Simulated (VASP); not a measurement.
# YN (I4/mmm) in VASP: further runs

YN is run at these levels: PBE; tasks: single point, relaxation of the atoms.

Everything below comes from runs of VASP 6.6.1. Logs are shortened: lines on timing, memory, paths and dates and some standing lists are left out, and cuts for length are marked.

### 1 The cell of the first run

It takes space group I4/mmm (No. 139, tetragonal). The conventional cell has a = 3.459 Å, b = 3.459 Å, c = 4.980 Å, α = 90.00°, β = 90.00°, γ = 90.00°. Within 3.2 Å of Y (site symmetry 4/mmm) lie 6 N at 2.45 to 2.49 Å. Within 3.2 Å of N (site symmetry 4/mmm) lie 6 Y at 2.45 to 2.49 Å.

### 2 Single point, PBE (strained cell)

Input file INCAR:

```
SYSTEM = YN
  PREC = Accurate
  ENCUT = 600
  EDIFF = 1E-6
  ISMEAR = 0
  SIGMA = 0.01
  LREAL = .False.
  LASPH = .True.
  NELM = 120
  ALGO = Normal
  ISIF = 2
  LWAVE = .False.
  LCHARG = .False.
  GGA = PE
  NBANDS = 15
  GGA_COMPAT = .False.
```

Input file KPOINTS:

```
Automatic mesh
0
Gamma
  10 10 10
  0 0 0
```

Input file POSCAR:

```
YN
1.0
    0.0000000000      2.4456322213      2.4897931643
    2.4456322213      0.0000000000      2.4897931643
    2.4456322213      2.4456322213      0.0000000000
Y N
1 1
Direct
    0.0000000000      0.0000000000      0.0000000000
    0.5000000000      0.5000000000      0.5000000000
```

Potentials or basis: VASP PAW PBE potentials, release 64 (Y_sv, N).

Run with:

```sh
$ cat potpaw_PBE.64/Y_sv/POTCAR potpaw_PBE.64/N/POTCAR > POTCAR
$ mpirun -np 1 vasp_std > vasp.out
```

OUTCAR:

```text
SYSTEM = YN
   PREC = Accurate
   ENCUT = 600
   EDIFF = 1E-6
   ISMEAR = 0
   LREAL = .False.
   LASPH = .True.
   NELM = 120
   ISIF = 2
   GGA = PE

 ion  position               nearest neighbor table
   1  0.000  0.000  0.000-   2 2.45   2 2.45   2 2.45   2 2.45   2 2.49   2 2.49
   2  0.500  0.500  0.500-   1 2.45   1 2.45   1 2.45   1 2.45   1 2.49   1 2.49

  LATTYP: Found a body centered tetragonal cell.
 ALAT       =     3.4586462559
 C/A-ratio  =     1.4397501103

  Lattice vectors:

 A1 = (  -2.4456322213,   0.0000000000,   2.4897931643)
 A2 = (   2.4456322213,   0.0000000000,   2.4897931643)
 A3 = (   0.0000000000,   2.4456322213,  -2.4897931643)

Analysis of symmetry for initial positions (statically):
=====================================================================
 Subroutine PRICEL returns:
 Original cell was already a primitive cell.

 Routine SETGRP: Setting up the symmetry group for a
 body centered tetragonal supercell.

 Subroutine GETGRP returns: Found 16 space group operations
 (whereof 16 operations were pure point group operations)
 out of a pool of 16 trial point group operations.

The static configuration has the point symmetry D_4h.

Analysis of symmetry for dynamics (positions and initial velocities):
=====================================================================
 Subroutine PRICEL returns:
 Original cell was already a primitive cell.

 Routine SETGRP: Setting up the symmetry group for a
 body centered tetragonal supercell.

 Subroutine GETGRP returns: Found 16 space group operations
 (whereof 16 operations were pure point group operations)
 out of a pool of 16 trial point group operations.

The dynamic configuration has the point symmetry D_4h.

 Subroutine INISYM returns: Found 16 space group operations
 (whereof 16 operations are pure point group operations),
 and found     1 'primitive' translations

----------------------------------------------------------------------------------------

                                     Primitive cell

  volume of cell :      29.7835

  direct lattice vectors                    reciprocal lattice vectors
     0.000000000  2.445632221  2.489793164    -0.204446112  0.204446112  0.200819894
     2.445632221  0.000000000  2.489793164     0.204446112 -0.204446112  0.200819894
     2.445632221  2.445632221  0.000000000     0.204446112  0.204446112 -0.200819894

  length of vectors
     3.490012459  3.490012459  3.458646256     0.352029907  0.352029907  0.352029907

  position of ions in fractional coordinates (direct lattice)
     0.000000000  0.000000000  0.000000000
     0.500000000  0.500000000  0.500000000

  ion indices of the primitive-cell ions
   primitive index   ion index
[... 82 lines left out ...]
   POTIM  = 0.5000    time-step for ionic-motion
   TEBEG  =    0.0;   TEEND  =   0.0 temperature during run
   PSTRESS=    0.0 pullay stress
   NELECT =      16.0000    total number of electrons
   NUPDOWN=      -1.0000    fix difference up-down
   EMIN   =  10.00;   EMAX   =-10.00  energy-range for DOS
   EFERMI =   0.00;   METHOD = LEGACY
   ISMEAR =     0;   SIGMA  =   0.01  broadening in eV -4-tet -1-fermi 0-gaus
   EFERMI_NEDOS =   21; number of points for ismear=-14 and -15
   IALGO  =     38    algorithm
   IMIX   =      4    mixing-type and parameters
     AMIX     =   0.40;   BMIX     =  1.00
     AMIX_MAG =   1.60;   BMIX_MAG =  1.00
  volume/ion in A,a.u.               =      14.89       100.49
  Fermi-wavevector in a.u.,A,eV,Ry     =   1.330831  2.514906 24.097437  1.771112
  Thomas-Fermi vector in A             =   2.459888
   LORBIT       =      0    0 simple, 1 ext, 2 COOP (PROOUT), +10 PAW based schemes
   GGA     = PE    functional components
   LHFCALC =     F    Hartree Fock is set to
   AEXX    =    0.0000 exact exchange contribution
   IVDW    =     0    specifies the selected vdW correction
   LEPSILON=     F    determine dielectric tensor
   LRPA    =     F    only Hartree local field effects (RPA)
 non-spin polarized calculation
 Gauss-broadening in eV      SIGMA  =   0.01
  energy-cutoff  :      600.00
  volume of cell :       29.78
 maximum number of plane-waves:      1010
   NGX = 13   NGY = 13   NGZ = 13

 number of electron      16.0000001 magnetization

 Free energy of the ion-electron system (eV)
  ---------------------------------------------------
  ext. energy  EPLUGINS =         0.00000000
  ---------------------------------------------------
  free energy    TOTEN  =       -18.22474898 eV

  energy without entropy =      -18.22474898  energy(sigma->0) =      -18.22474898

 E-fermi :   4.1182     XC(G=0): -11.1528

 val. band max:        4.0622175574   @ k =   0.0000   0.0000   0.0000
 cond. band min:       4.2446177504   @ k =   0.5000   0.0000   0.5000
 fundamental gap:      0.1824001930
 Fermi energy:         4.1182153367

 k-point     1 :       0.0000    0.0000    0.0000
  band No.  band energies     occupation
      1     -36.8759      2.00000
      2     -16.5468      2.00000
      3     -16.5288      2.00000
      4     -16.5288      2.00000
      5      -8.8273      2.00000
      6       3.9911      2.00000
      7       4.0622      2.00000
      8       4.0622      2.00000
      9       7.0477      0.00000
     10       7.2021      0.00000
     11       7.2021      0.00000
     12       7.9525      0.00000
     13       9.0379      0.00000
     14       9.1909      0.00000
[... 401 lines left out ...]
      2     -17.2338      2.00000
      3     -16.7853      2.00000
      4     -16.7471      2.00000
      5      -8.1106      2.00000
      6       1.6280      2.00000
      7       3.1214      2.00000
      8       3.3899      2.00000
      9       5.2244      0.00000
     10      10.6004      0.00000
     11      10.7597      0.00000
     12      11.0117      0.00000
     13      11.0262      0.00000
     14      14.0448      0.00000
     15      17.2395      0.00000

 [... further k-points ...]
[... 5 lines left out ...]
  --------------------------------------------------------------------------------------
  -------------------------------------------------------------------------------------
  Total       -0.0438062     -0.0438062     -0.7537965      0.0000000     -0.0000000     -0.0000000
  in kB       -2.3565147     -2.3565147    -40.5498388      0.0000000     -0.0000000     -0.0000000
  external PRESSURE =     -15.0876227 kB  Pullay stress =       0.0000000 kB

 VOLUME and BASIS-vectors are now :
 -----------------------------------------------------------------------------
  energy-cutoff  :      600.00
  volume of cell :       29.78
      direct lattice vectors                 reciprocal lattice vectors
     0.000000000  2.445632221  2.489793164    -0.204446112  0.204446112  0.200819894
     2.445632221  0.000000000  2.489793164     0.204446112 -0.204446112  0.200819894
     2.445632221  2.445632221  0.000000000     0.204446112  0.204446112 -0.200819894

 POSITION                                       TOTAL-FORCE (eV/Angst)
 -----------------------------------------------------------------------------------
      0.00000      0.00000      0.00000         0.000000     -0.000000      0.000000
      2.44563      2.44563      2.48979        -0.000000      0.000000      0.000000
 -----------------------------------------------------------------------------------
    total drift:                                0.000000      0.000000      0.000000

  FREE ENERGIE OF THE ION-ELECTRON SYSTEM (eV)
  ---------------------------------------------------
  free  energy   TOTEN  =       -18.2247489755 eV

  energy  without entropy=      -18.2247489755  energy(sigma->0) =      -18.22474898
```

Run time: 72 s. Hardware: 1 thread of Intel Xeon 8259CL, shared host; peak memory 0.22 GiB.

What came out:

```
Free energy            : -18.2247 eV
Pressure               : -1.5 GPa
Band gap on the k mesh : 0.18 eV (least direct gap 0.59 eV)
```

Stress tensor (GPa, compression positive):
```
-0.24  0.00  0.00
 0.00 -0.24  0.00
 0.00  0.00 -4.05
```

Caveat: the cell differs from its parent crystal (strained cell).

### 3 Single point, PBE

Input file INCAR:

```
ALGO = Normal ; EDIFF = 1E-6
ENCUT = 600 ; GGA = PE
GGA_COMPAT = F ; ISIF = 2
ISMEAR = 0 ; LASPH = T
LCHARG = T ; LELF = T
LREAL = F ; LVHAR = T
LWAVE = F ; NBANDS = 15
NELM = 120 ; PREC = Accurate
SIGMA = 0.01
```

Input file KPOINTS:

```
k-points
0
Gamma
  10 10 10
```

POSCAR is that of step 2.

Potentials or basis: VASP PAW PBE potentials, release 64 (Y_sv, N).

Run with:

```sh
$ cat potpaw_PBE.64/Y_sv/POTCAR potpaw_PBE.64/N/POTCAR > POTCAR
$ mpirun -np 1 vasp_std > vasp.out
```

Wall time 83 s (1 thread of Intel Xeon 8259CL, shared host); peak memory 0.22 GiB.

Results (log left out):

```
Free energy            : -18.2247 eV
Pressure               : -1.5 GPa
Band gap on the k mesh : 0.18 eV (least direct gap 0.59 eV)
```

Stress tensor (GPa, compression positive):
```
-0.24  0.00  0.00
 0.00 -0.24  0.00
 0.00  0.00 -4.05
```

Levels at points of the mesh, in eV from the valence-band top:
```
           k point  band 4  band 5  band 6  band 7  band 8  band 9  band 10  band 11  band 12  band 13
(0.00, 0.00, 0.00)  -20.59  -12.89   -0.07    0.00    0.00    2.99     3.14     3.14     3.89     4.98
(0.50, 0.00, 0.00)  -20.66  -11.20   -4.05   -2.23   -2.22    5.57     6.19     6.28     6.58     9.76
(0.50, 0.50, 0.00)  -20.88  -12.45   -1.66   -0.39   -0.39    0.23     6.71     6.98     7.72     7.72
(0.50, 0.00, 0.50)  -20.90  -12.45   -1.50   -0.49   -0.41    0.18     6.63     7.09     7.63     7.83
```

A k mesh can miss the band edges.

### 4 Relaxation of the atoms, PBE (strained cell)

Input file INCAR:

```
SYSTEM = YN
PREC     = Accurate       ! precision mode
ENCUT    = 520            ! plane-wave cutoff, eV
EDIFF    = 1E-7           ! SCF threshold, eV
ISMEAR   = 0              ! smearing method
SIGMA    = 0.01           ! smearing width, eV
LREAL    = .FALSE.        ! projectors in reciprocal space
LASPH    = .TRUE.         ! aspherical terms in the spheres
NELM     = 120            ! most SCF steps
ALGO     = Normal         ! electronic algorithm
ISIF     = 2              ! what is computed and relaxed
LWAVE    = .FALSE.        ! write WAVECAR
LCHARG   = .FALSE.        ! write CHGCAR
GGA      = PE             ! functional
IBRION   = 2              ! ionic algorithm
NSW      = 60             ! ionic steps
EDIFFG   = -0.002         ! ionic threshold
GGA_COMPAT= .FALSE.      
NELMIN   = 4
```

Input file KPOINTS:

```
regular mesh
0
G
  10 10 10
  0 0 0
```

Input file POSCAR:

```
YN
1.0
    0.0000000000      2.4437994482      2.4897931643
    2.4437994482      0.0000000000      2.4897931643
    2.4437994482      2.4437994482      0.0000000000
Y N
1 1
Direct
    0.0000000000      0.0000000000      0.0000000000
    0.5000000000      0.5000000000      0.5000000000
```

Potentials or basis: VASP PAW PBE potentials, release 64 (Y_sv, N).

Run with:

```sh
$ cat potpaw_PBE.64/Y_sv/POTCAR potpaw_PBE.64/N/POTCAR > POTCAR
$ mpirun -np 1 vasp_std > vasp.out
```

OUTCAR:

```text
SYSTEM = YN
   PREC = Accurate
   ENCUT = 520
   EDIFF = 1E-7
   ISMEAR = 0
   LREAL = .FALSE.
   LASPH = .TRUE.
   NELM = 120
   ISIF = 2
   GGA = PE
   IBRION = 2
   NSW = 60
   EDIFFG = -0.002
   NELMIN = 4

 ion  position               nearest neighbor table
   1  0.000  0.000  0.000-   2 2.44   2 2.44   2 2.44   2 2.44   2 2.49   2 2.49
   2  0.500  0.500  0.500-   1 2.44   1 2.44   1 2.44   1 2.44   1 2.49   1 2.49

  LATTYP: Found a body centered tetragonal cell.
 ALAT       =     3.4560543234
 C/A-ratio  =     1.4408298779

  Lattice vectors:

 A1 = (  -2.4437994482,   0.0000000000,   2.4897931643)
 A2 = (   2.4437994482,   0.0000000000,   2.4897931643)
 A3 = (   0.0000000000,   2.4437994482,  -2.4897931643)

Analysis of symmetry for initial positions (statically):
=====================================================================
 Subroutine PRICEL returns:
 Original cell was already a primitive cell.

 Routine SETGRP: Setting up the symmetry group for a
 body centered tetragonal supercell.

[... 180 lines left out ...]
      4     -16.5117      2.00000
      5      -8.8215      2.00000
      6       3.9980      2.00000
      7       4.0724      2.00000
      8       4.0724      2.00000
      9       7.0548      0.00000
     10       7.2159      0.00000
     11       7.2159      0.00000
     12       7.9691      0.00000
[... 331 lines left out ...]
 k-point    24 :       0.4000    0.3000    0.0000
  band No.  band energies     occupation
      1     -36.7478      2.00000
      2     -17.2206      2.00000
      3     -16.7692      2.00000
      4     -16.7306      2.00000
      5      -8.1043      2.00000
      6       1.6358      2.00000
      7       3.1318      2.00000
      8       3.4011      2.00000
      9       5.2340      0.00000
     10      10.6262      0.00000
     11      10.7802      0.00000
     12      11.0300      0.00000

 [... further k-points ...]

------------------------ aborting loop because EDIFF is reached ----------------------------------------

  FORCE on cell =-STRESS in cart. coord.  units (eV):
  Direction    XX          YY          ZZ          XY          YZ          ZX
  --------------------------------------------------------------------------------------
  -------------------------------------------------------------------------------------
  Total        0.0272258      0.0272258     -0.7171026      0.0000000     -0.0000000      0.0000000
  in kB        1.4667874      1.4667874    -38.6338060      0.0000000     -0.0000000      0.0000000
  external PRESSURE =     -11.9000771 kB  Pullay stress =       0.0000000 kB

 VOLUME and BASIS-vectors are now :
 -----------------------------------------------------------------------------
  energy-cutoff  :      520.00
  volume of cell :       29.74
      direct lattice vectors                 reciprocal lattice vectors
     0.000000000  2.443799448  2.489793164    -0.204599441  0.204599441  0.200819894
     2.443799448  0.000000000  2.489793164     0.204599441 -0.204599441  0.200819894
     2.443799448  2.443799448  0.000000000     0.204599441  0.204599441 -0.200819894

 POSITION                                       TOTAL-FORCE (eV/Angst)
 -----------------------------------------------------------------------------------
      0.00000      0.00000      0.00000         0.000000     -0.000000      0.000000
      2.44380      2.44380      2.48979        -0.000000      0.000000     -0.000000
 -----------------------------------------------------------------------------------
    total drift:                                0.000000      0.000000      0.000000

  FREE ENERGIE OF THE ION-ELECTRON SYSTEM (eV)
  ---------------------------------------------------
  free  energy   TOTEN  =       -18.2231205767 eV

  energy  without entropy=      -18.2231205767  energy(sigma->0) =      -18.22312058

 reached required accuracy - stopping structural energy minimisation
```

CONTCAR:

```text
YN
   1.00000000000000
     0.0000000000000000    2.4437994482000001    2.4897931643000000
     2.4437994482000001    0.0000000000000000    2.4897931643000000
     2.4437994482000001    2.4437994482000001    0.0000000000000000
  Y               N
     1     1
Direct
     0.0000000000000000    0.0000000000000000    0.0000000000000000
     0.5000000000000000    0.5000000000000000    0.5000000000000000

  0.00000000E+00  0.00000000E+00  0.00000000E+00
  0.00000000E+00  0.00000000E+00  0.00000000E+00
```

Wall time 1.7 min (1 thread of Intel Xeon 8259CL, shared host); peak memory 0.21 GiB.

Results:

```
Free energy             : -18.2231 eV
Pressure after relaxing : -1.2 GPa
Band gap on the k mesh  : 0.18 eV (least direct gap 0.58 eV)
```

Final structure:
```
Y N
1.0
     0.00000    2.44380    2.48979
     2.44380    0.00000    2.48979
     2.44380    2.44380    0.00000
Y N
1 1
Cartesian
  0.0000 0.0000 0.0000
  2.4438 2.4438 2.4898
```

Levels at points of the mesh, in eV from the valence-band top:
| k point | band 4 | band 5 | band 6 | band 7 | band 8 | band 9 | band 10 | band 11 | band 12 |
| --- | --- | --- | --- | --- | --- | --- | --- | --- | --- |
| (0.00, 0.00, 0.00) | -20.58 | -12.89 | -0.07 | 0.00 | 0.00 | 2.98 | 3.14 | 3.14 | 3.90 |
| (0.50, 0.00, 0.00) | -20.65 | -11.20 | -4.05 | -2.23 | -2.22 | 5.58 | 6.20 | 6.29 | 6.59 |
| (0.50, 0.50, 0.00) | -20.87 | -12.45 | -1.66 | -0.39 | -0.39 | 0.23 | 6.72 | 6.99 | 7.73 |
| (0.50, 0.00, 0.50) | -20.90 | -12.45 | -1.50 | -0.49 | -0.41 | 0.18 | 6.63 | 7.11 | 7.63 |

Caveat: the cell differs from its parent crystal (strained cell); the relaxation stopped at its first step, so nothing moved. A k mesh can miss the band edges.

### 5 Relaxation of the atoms, PBE (strained cell)

Input file INCAR:

```
ALGO = Normal
EDIFF = 1E-7
EDIFFG = -0.002
ENCUT = 520
GGA = PE
GGA_COMPAT = False
IBRION = 2
ISIF = 2
ISMEAR = 0
LASPH = True
LCHARG = False
LREAL = False
LWAVE = False
NELM = 120
NELMIN = 4
NSW = 60
PREC = Accurate
SIGMA = 0.01
```

Input file KPOINTS:

```
k-points
0
Gamma
  10 10 10
```

Input file POSCAR:

```
YN
1.0
    0.0000000000      2.4456322213      2.4897931643
    2.4456322213      0.0000000000      2.4897931643
    2.4456322213      2.4456322213      0.0000000000
Y N
1 1
Direct
    0.0000000000      0.0000000000      0.0000000000
    0.5000000000      0.5000000000      0.5000000000
```

Run with:

```sh
$ cat potpaw_PBE.64/Y_sv/POTCAR potpaw_PBE.64/N/POTCAR > POTCAR
$ mpirun -np 1 vasp_std > vasp.out
```

Wall time 76 s (1 thread of Intel Xeon 8259CL, shared host); peak memory 0.21 GiB.

It converged, with:

```
Free energy             : -18.2231 eV
Pressure after relaxing : -1.4 GPa
Band gap on the k mesh  : 0.18 eV (least direct gap 0.59 eV)
```

Stress tensor (GPa, compression positive):
```
-0.16  0.00  0.00
 0.00 -0.16  0.00
 0.00  0.00 -3.98
```

Final structure:
```
CELL_PARAMETERS angstrom
0.00000 2.44563 2.48979
2.44563 0.00000 2.48979
2.44563 2.44563 0.00000
ATOMIC_POSITIONS crystal
Y 0.00000 0.00000 0.00000
N 0.50000 0.50000 0.50000
```

Levels at points of the mesh, in eV from the valence-band top:
```tsv
k point	band 6	band 7	band 8	band 9	band 10	band 11
(0.00, 0.00, 0.00)	-0.07	0.00	0.00	2.99	3.14	3.14
(0.50, 0.00, 0.00)	-4.05	-2.23	-2.21	5.57	6.19	6.28
(0.50, 0.50, 0.00)	-1.66	-0.39	-0.39	0.23	6.71	6.98
(0.50, 0.00, 0.50)	-1.50	-0.49	-0.41	0.18	6.63	7.09
```

Caveat: the cell differs from its parent crystal (strained cell); the relaxation stopped at its first step, so nothing moved.

### 6 Summary

| task | cell | cutoff (eV) | gap on the mesh (eV) | pressure (GPa) |
| --- | --- | --- | --- | --- |
| single point | a = 3.490, b = 3.490, c = 3.459 Å, angles 60.3, 60.3, 59.4°, 2 atoms | 600 | 0.18 | -1.5 |
| relaxation of the atoms | atoms relaxed from a = 3.489, b = 3.489, c = 3.456 Å, angles 60.3, 60.3, 59.4°, 2 atoms | 520 | 0.18 | -1.2 |
| relaxation of the atoms | atoms relaxed from a = 3.490, b = 3.490, c = 3.459 Å, angles 60.3, 60.3, 59.4°, 2 atoms | 520 | 0.18 | -1.4 |

Alike in all rows: level PBE; potentials or basis VASP PAW PBE potentials, release 64 (Y_sv, N); no spin polarisation; k mesh 10 × 10 × 10; smearing gaussian 0.01 eV.

Caveats: the relaxation stopped at its first step, so nothing moved (at least some runs).

Total energies depend on the potentials used, so only differences within one code and one set of settings carry meaning.
